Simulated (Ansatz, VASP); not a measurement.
**One calculation of Ta2C, two programs**

```
Ta C
1.0
     3.12625    0.00000    0.00000
    -1.56313    2.70742    0.00000
     0.00000    0.00000    4.97029
Ta C
2 1
Direct
  0.33333 0.66667 0.25114
  0.66667 0.33333 0.74886
  0.00000 0.00000 0.00000
```

Change from the starting cell: equal strain along all axes, cell held, atoms relaxed: +1.0 %.

Alike in both runs: functional PBEsol; k mesh 18 × 18 × 10; occupations gaussian, width 0.1 eV; no spin polarisation.

Ansatz relaxed the structure, and its values are those at the end. VASP's run is a single point on that final structure, the one shown.

```csv
,VASP,Ansatz
version,VASP 6.6.1,Ansatz 0.2.0
potentials or method,"VASP PAW PBE potentials, release 64 (Ta_pv, C), cutoff 520 eV","scalar-relativistic, plane waves, PAW"
valence electrons in the cell,26,30
```

```csv
,VASP,Ansatz,Ansatz less VASP
gap on the k mesh at the Fermi level (eV),none,none,-
pressure (GPa),-7.2,-7.6,-0.45
rms of the force components (eV/Å),0.019,0.001,-0.0182
```

VASP's potentials were made for PBE, not for PBEsol. A gap of «none» marks a metal or a gap that the smearing closes. VASP's potentials hold 26 valence electrons a cell and Ansatz's 30, so a difference there can come from the potentials and not from the codes. Ansatz's warnings: stress scf threshold loose.

Neither program's run includes spin-orbit coupling.
